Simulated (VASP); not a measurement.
# MgI2 (P-3m1) in VASP: notebook

Runs on MgI2. Level: PBEsol. Tasks: single point.

Everything below comes from runs of VASP 6.6.1. Logs are shortened: lines on timing, memory, paths and dates and some standing lists are left out, and cuts for length are marked.

**1. The cell of the first run**

The structure is trigonal, space group P-3m1 (No. 164). Conventional cell: a = 4.055 Å, b = 4.055 Å, c = 6.740 Å, α = 90.00°, β = 90.00°, γ = 120.00°. Within 3.8 Å of I (site symmetry 3m) lie 3 Mg at 2.88 Å. Mg (site symmetry -3m) has 6 I at 2.88 Å within 3.8 Å.

**2. Single point, PBEsol (32.00 Å³/atom)**

INCAR reads:

```
  PREC = Accurate
  ENCUT = 520
  EDIFF = 1E-7
  ISMEAR = -1
  SIGMA = 0.05
  LREAL = False
  LASPH = True
  NELM = 60
  ALGO = Normal
  ISIF = 2
  LWAVE = False
  LCHARG = True
  GGA = PS
  LELF = True
  LVHAR = True
  NBANDS = 15
```

KPOINTS reads:

```
regular mesh
0
Gamma
  8 8 4
```

POSCAR reads:

```
MgI2
1.0
    4.0554864901      0.0000000000      0.0000000000
   -2.0277432450      3.5121543251      0.0000000000
    0.0000000000      0.0000000000      6.7395524280
I Mg
2 1
Direct
    0.6666666667      0.3333333333      0.7500000000
    0.3333333333      0.6666666667      0.2500000000
    0.0000000000      0.0000000000      0.0000000000
```

Potentials or basis: VASP PAW PBE potentials, release 64 (I, Mg).

Launch:

```
$ cat potpaw_PBE.64/I/POTCAR potpaw_PBE.64/Mg/POTCAR > POTCAR
$ mpirun -np 1 vasp_std > vasp.out
```

OUTCAR:

```text
PREC = Accurate
   ENCUT = 520
   EDIFF = 1E-7
   ISMEAR = -1
   LREAL = False
   LASPH = True
   NELM = 60
   ISIF = 2
   GGA = PS

 ion  position               nearest neighbor table
   1  0.667  0.333  0.750-   3 2.88   3 2.88   3 2.88
   2  0.333  0.667  0.250-   3 2.88   3 2.88   3 2.88
   3  0.000  0.000  0.000-   1 2.88   2 2.88   2 2.88   1 2.88   1 2.88   2 2.88

  LATTYP: Found a hexagonal cell.
 ALAT       =     4.0554864901
 C/A-ratio  =     1.6618357488

  Lattice vectors:

 A1 = (   4.0554864901,   0.0000000000,   0.0000000000)
 A2 = (  -2.0277432450,   3.5121543251,   0.0000000000)
 A3 = (   0.0000000000,   0.0000000000,   6.7395524280)

Analysis of symmetry for initial positions (statically):
=====================================================================
 Subroutine PRICEL returns:
 Original cell was already a primitive cell.

 Routine SETGRP: Setting up the symmetry group for a
 hexagonal supercell.

 Subroutine GETGRP returns: Found 12 space group operations
 (whereof 12 operations were pure point group operations)
 out of a pool of 24 trial point group operations.

The static configuration has the point symmetry D_3d.

Analysis of symmetry for dynamics (positions and initial velocities):
=====================================================================
 Subroutine PRICEL returns:
 Original cell was already a primitive cell.

 Routine SETGRP: Setting up the symmetry group for a
 hexagonal supercell.

 Subroutine GETGRP returns: Found 12 space group operations
 (whereof 12 operations were pure point group operations)
 out of a pool of 24 trial point group operations.

The dynamic configuration has the point symmetry D_3d.

 Subroutine INISYM returns: Found 12 space group operations
 (whereof 12 operations are pure point group operations),
 and found     1 'primitive' translations

----------------------------------------------------------------------------------------

                                     Primitive cell

  volume of cell :      95.9948

  direct lattice vectors                    reciprocal lattice vectors
     4.055486490  0.000000000  0.000000000     0.246579542  0.142362765  0.000000000
    -2.027743245  3.512154325  0.000000000     0.000000000  0.284725530  0.000000000
     0.000000000  0.000000000  6.739552428     0.000000000  0.000000000  0.148377806

  length of vectors
[... 86 lines left out ...]
   EDIFFG = 0.1E-05   stopping-criterion for IOM
   NSW    =      0    number of steps for IOM
   IBRION =     -1    ionic relax: 0-MD 1-quasi-New 2-CG
   NFREE  =      0    steps in history (QN), initial steepest desc. (CG)
   ISIF   =      2    stress and relaxation
   ISYM   =      2    0-nonsym 1-usesym 2-fastsym
   POTIM  = 0.5000    time-step for ionic-motion
   TEBEG  =    0.0;   TEEND  =   0.0 temperature during run
   PSTRESS=    0.0 pullay stress
   NELECT =      16.0000    total number of electrons
   NUPDOWN=      -1.0000    fix difference up-down
   EMIN   =  10.00;   EMAX   =-10.00  energy-range for DOS
   EFERMI =   0.00;   METHOD = LEGACY
   ISMEAR =    -1;   SIGMA  =   0.05  broadening in eV -4-tet -1-fermi 0-gaus
   EFERMI_NEDOS =   21; number of points for ismear=-14 and -15
   IALGO  =     38    algorithm
   IMIX   =      4    mixing-type and parameters
     AMIX     =   0.40;   BMIX     =  1.00
     AMIX_MAG =   1.60;   BMIX_MAG =  1.00
  volume/ion in A,a.u.               =      32.00       215.93
  Fermi-wavevector in a.u.,A,eV,Ry     =   0.900946  1.702542 11.043909  0.811704
  Thomas-Fermi vector in A             =   2.023967
   LORBIT       =      0    0 simple, 1 ext, 2 COOP (PROOUT), +10 PAW based schemes
   GGA     = PS    functional components
   LHFCALC =     F    Hartree Fock is set to
   AEXX    =    0.0000 exact exchange contribution
   IVDW    =     0    specifies the selected vdW correction
   LEPSILON=     F    determine dielectric tensor
   LRPA    =     F    only Hartree local field effects (RPA)
 non-spin polarized calculation
  energy-cutoff  :      520.00
  volume of cell :       95.99
 maximum number of plane-waves:      2617
   NGX = 15   NGY = 15   NGZ = 25

 number of electron      15.9999999 magnetization

 Free energy of the ion-electron system (eV)
  ---------------------------------------------------
  ext. energy  EPLUGINS =         0.00000000
  ---------------------------------------------------
  free energy    TOTEN  =        -8.39970553 eV

  energy without entropy =       -8.39970553  energy(sigma->0) =       -8.39970553

 E-fermi :   3.9171     XC(G=0):  -8.6814

 val. band max:        2.8659777964   @ k =   0.0000   0.0000   0.0000
 cond. band min:       6.3293006146   @ k =   0.5000   0.0000   0.2500
 fundamental gap:      3.4633228182
 Fermi energy:         3.9170724582

 k-point     1 :       0.0000    0.0000    0.0000
  band No.  band energies     occupation
      1      -9.5022      2.00000
      2      -8.7012      2.00000
      3      -1.0841      2.00000
      4       2.4437      2.00000
      5       2.4437      2.00000
      6       2.8460      2.00000
      7       2.8660      2.00000
      8       2.8660      2.00000
      9       6.6372      0.00000
     10       7.5993      0.00000
     11       9.6694      0.00000
     12       9.6694      0.00000
     13      10.1322      0.00000
     14      11.0277      0.00000
[... 401 lines left out ...]
      2      -8.4379      2.00000
      3      -0.6428      2.00000
      4      -0.1767      2.00000
      5       0.5742      2.00000
      6       1.0579      2.00000
      7       1.4898      2.00000
      8       2.2258      2.00000
      9       7.2429      0.00000
     10       8.5488      0.00000
     11       9.5402      0.00000
     12       9.9487      0.00000
     13      10.5239      0.00000
     14      10.7229      0.00000
     15      11.8457      0.00000

 [... further k-points ...]
[... 5 lines left out ...]
  --------------------------------------------------------------------------------------
  -------------------------------------------------------------------------------------
  Total        0.8023754      0.8023754      0.4906870      0.0000000      0.0000000      0.0000000
  in kB       13.3918509     13.3918509      8.1896920      0.0000000      0.0000000      0.0000000
  external PRESSURE =      11.6577979 kB  Pullay stress =       0.0000000 kB

 VOLUME and BASIS-vectors are now :
 -----------------------------------------------------------------------------
  energy-cutoff  :      520.00
  volume of cell :       95.99
      direct lattice vectors                 reciprocal lattice vectors
     4.055486490  0.000000000  0.000000000     0.246579542  0.142362765  0.000000000
    -2.027743245  3.512154325  0.000000000     0.000000000  0.284725530  0.000000000
     0.000000000  0.000000000  6.739552428     0.000000000  0.000000000  0.148377806

 POSITION                                       TOTAL-FORCE (eV/Angst)
 -----------------------------------------------------------------------------------
      2.02774      1.17072      5.05466         0.000000     -0.000000      0.017630
     -0.00000      2.34144      1.68489        -0.000000      0.000000     -0.017630
      0.00000      0.00000      0.00000        -0.000000      0.000000      0.000000
 -----------------------------------------------------------------------------------
    total drift:                               -0.000000      0.000000     -0.000000

  FREE ENERGIE OF THE ION-ELECTRON SYSTEM (eV)
  ---------------------------------------------------
  free  energy   TOTEN  =        -8.3997055285 eV

  energy  without entropy=       -8.3997055284  energy(sigma->0) =       -8.39970553
```

OSZICAR:

```text
N       E                     dE             d eps       ncg     rms          rms(c)
DAV:   1     0.741280480206E+02    0.74128E+02   -0.59344E+03  1050   0.849E+02
DAV:   2    -0.286581809436E+01   -0.76994E+02   -0.69635E+02  1468   0.135E+02
DAV:   3    -0.843800335775E+01   -0.55722E+01   -0.55494E+01  1386   0.406E+01
DAV:   4    -0.853720275051E+01   -0.99199E-01   -0.99191E-01  1456   0.654E+00
DAV:   5    -0.853846872545E+01   -0.12660E-02   -0.12660E-02  1401   0.667E-01    0.440E+00
DAV:   6    -0.842825507489E+01    0.11021E+00   -0.90014E-02  1190   0.150E+00    0.286E+00
DAV:   7    -0.840193245645E+01    0.26323E-01   -0.98789E-02  1204   0.153E+00    0.594E-01
DAV:   8    -0.839971861287E+01    0.22138E-02   -0.72209E-03  1218   0.471E-01    0.263E-01
DAV:   9    -0.839971546909E+01    0.31438E-05   -0.71655E-04  1442   0.156E-01    0.111E-01
DAV:  10    -0.839970344537E+01    0.12024E-04   -0.37924E-05  1239   0.412E-02    0.375E-02
DAV:  11    -0.839970578502E+01   -0.23397E-05   -0.62960E-06  1351   0.141E-02    0.279E-02
DAV:  12    -0.839970553290E+01    0.25212E-06   -0.10705E-06  1372   0.515E-03    0.853E-03
DAV:  13    -0.839970552851E+01    0.43974E-08   -0.48051E-08   966   0.129E-03
   1 F= -.83997055E+01 E0= -.83997055E+01  d E =-.657520E-10
```

stdout:

```text
POSCAR found type information on POSCAR I Mg
 POSCAR found :  2 types and       3 ions
 scaLAPACK will be used
 -----------------------------------------------------------------------------
|                                                                             |
|                                                                             |
|     You enforced a specific xc type in the INCAR file but a different       |
|     I HOPE YOU KNOW WHAT YOU ARE DOING!                                     |
|                                                                             |
 -----------------------------------------------------------------------------

 LDA part: xc-table for (Slater+PW92), standard interpolation
 POSCAR, INCAR and KPOINTS ok, starting setup
 FFT: planning ... GRIDC
 FFT: planning ... GRID_SOFT
 FFT: planning ... GRID
 WAVECAR not read
 entering main loop
```

It took 78 s on 1 thread of Intel Xeon 8259CL, shared host; peak memory 0.22 GiB.

Results:

| Property | Result |
| --- | --- |
| Free energy | -8.3997 eV |
| Pressure | 1.2 GPa |
| Largest force | 0.018 eV/Å |
| Band gap on the k mesh | 3.46 eV (least direct gap 3.77 eV) |

Forces on the atoms (eV/Å):
```
I    0.000  0.000  0.018
I    0.000  0.000 -0.018
Mg   0.000  0.000  0.000
```

Stress tensor (GPa, compression positive):
```
1.34 0.00 0.00
0.00 1.34 0.00
0.00 0.00 0.82
```

Caveat: the PAW data sets were made with another functional, which shifts forces and pressure a little; spin-orbit coupling is left out, which moves the levels of the heavy elements; this functional lacks dispersion, which binds the layers, so the pressure and a relaxed spacing across them are unreliable.

**3. Single point, PBEsol (32.68 Å³/atom)**

This run uses another cell than the first one, of 32.68 Å³/atom.

INCAR reads:

```
ALGO = Normal ; EDIFF = 1E-6
ENCUT = 520 ; GGA = PS
ISIF = 2 ; ISMEAR = -1
LASPH = True ; LCHARG = True
LELF = True ; LREAL = False
LVHAR = True ; LWAVE = False
NBANDS = 15 ; NELM = 100
PREC = Accurate ; SIGMA = 0.05
```

KPOINTS reads:

```
k-points
0
Gamma
  8 8 4
```

POSCAR reads:

```
MgI2
1.0
    4.0840471951      0.0000000000      0.0000000000
   -2.0420235975      3.5368886212      0.0000000000
    0.0000000000      0.0000000000      6.7870156286
I Mg
2 1
Direct
    0.6666666667      0.3333333333      0.7500000000
    0.3333333333      0.6666666667      0.2500000000
    0.0000000000      0.0000000000      0.0000000000
```

Potentials or basis: VASP PAW PBE potentials, release 64 (I, Mg).

Launch:

```
$ cat potpaw_PBE.64/I/POTCAR potpaw_PBE.64/Mg/POTCAR > POTCAR
$ mpirun -np 1 vasp_std > vasp.out
```

OUTCAR:

```text
EDIFF = 1E-6
   ENCUT = 520
   GGA = PS
   ISIF = 2
   ISMEAR = -1
   LASPH = True
   LREAL = False
   NELM = 100
   PREC = Accurate

 ion  position               nearest neighbor table
   1  0.667  0.333  0.750-   3 2.90   3 2.90   3 2.90
   2  0.333  0.667  0.250-   3 2.90   3 2.90   3 2.90
   3  0.000  0.000  0.000-   1 2.90   2 2.90   2 2.90   1 2.90   1 2.90   2 2.90

  LATTYP: Found a hexagonal cell.
 ALAT       =     4.0840471951
 C/A-ratio  =     1.6618357488
[... 614 lines left out ...]
     10       8.3401      0.00000
     11       9.3039      0.00000
     12       9.7432      0.00000
     13      10.2899      0.00000
     14      10.4499      0.00000
     15      11.5868      0.00000

 [... further k-points ...]
[... 5 lines left out ...]
  --------------------------------------------------------------------------------------
  -------------------------------------------------------------------------------------
  Total        0.3562204      0.3562204      0.0549789      0.0000000      0.0000000      0.0000000
  in kB        5.8215462      5.8215462      0.8984944      0.0000000      0.0000000      0.0000000
  external PRESSURE =       4.1805290 kB  Pullay stress =       0.0000000 kB

 VOLUME and BASIS-vectors are now :
 -----------------------------------------------------------------------------
  energy-cutoff  :      520.00
  volume of cell :       98.04
      direct lattice vectors                 reciprocal lattice vectors
     4.084047195  0.000000000  0.000000000     0.244855153  0.141367188  0.000000000
    -2.042023598  3.536888621  0.000000000     0.000000000  0.282734377  0.000000000
     0.000000000  0.000000000  6.787015629     0.000000000  0.000000000  0.147340165

 POSITION                                       TOTAL-FORCE (eV/Angst)
 -----------------------------------------------------------------------------------
      2.04202      1.17896      5.09026         0.000000      0.000000      0.118574
     -0.00000      2.35793      1.69675        -0.000000     -0.000000     -0.118574
      0.00000      0.00000      0.00000        -0.000000      0.000000     -0.000000
 -----------------------------------------------------------------------------------
    total drift:                               -0.000000      0.000000     -0.000000

  FREE ENERGIE OF THE ION-ELECTRON SYSTEM (eV)
  ---------------------------------------------------
  free  energy   TOTEN  =        -8.4098133316 eV

  energy  without entropy=       -8.4098133316  energy(sigma->0) =       -8.40981333
```

Run time: 74 s. Hardware: 1 thread of Intel Xeon 8259CL, shared host; peak memory 0.23 GiB.

Results:

```
Free energy            : -8.4098 eV
Pressure               : 0.4 GPa
Largest force          : 0.119 eV/Å
Band gap on the k mesh : 3.45 eV (least direct gap 3.68 eV)
```

Forces in eV/Å, atoms in the order of the input:
```
I    0.000  0.000  0.119
I    0.000  0.000 -0.119
Mg   0.000  0.000  0.000
```

Levels at points of the mesh, in eV from the valence-band top:
```csv
k point,band 4,band 5,band 6,band 7,band 8,band 9,band 10,band 11,band 12,band 13
"(0.00, 0.00, 0.00)",-0.40,-0.40,-0.02,0.00,0.00,3.68,4.73,6.78,6.78,7.29
"(0.50, 0.00, 0.00)",-2.97,-2.10,-1.40,-1.06,-0.45,3.62,5.18,5.22,6.84,7.84
"(0.00, 0.00, 0.50)",-1.75,-0.27,-0.27,-0.14,-0.14,4.78,4.84,6.57,6.57,7.75
"(0.50, 0.00, 0.50)",-3.45,-1.21,-1.17,-0.92,-0.76,3.47,4.95,5.44,5.84,7.74
```

Caveat: the PAW data sets were made with another functional, which shifts forces and pressure a little; spin-orbit coupling is left out, which moves the levels of the heavy elements; this functional lacks dispersion, which binds the layers, so the pressure and a relaxed spacing across them are unreliable. A k mesh can miss the band edges.

(Part 1 of 2 ends here.)
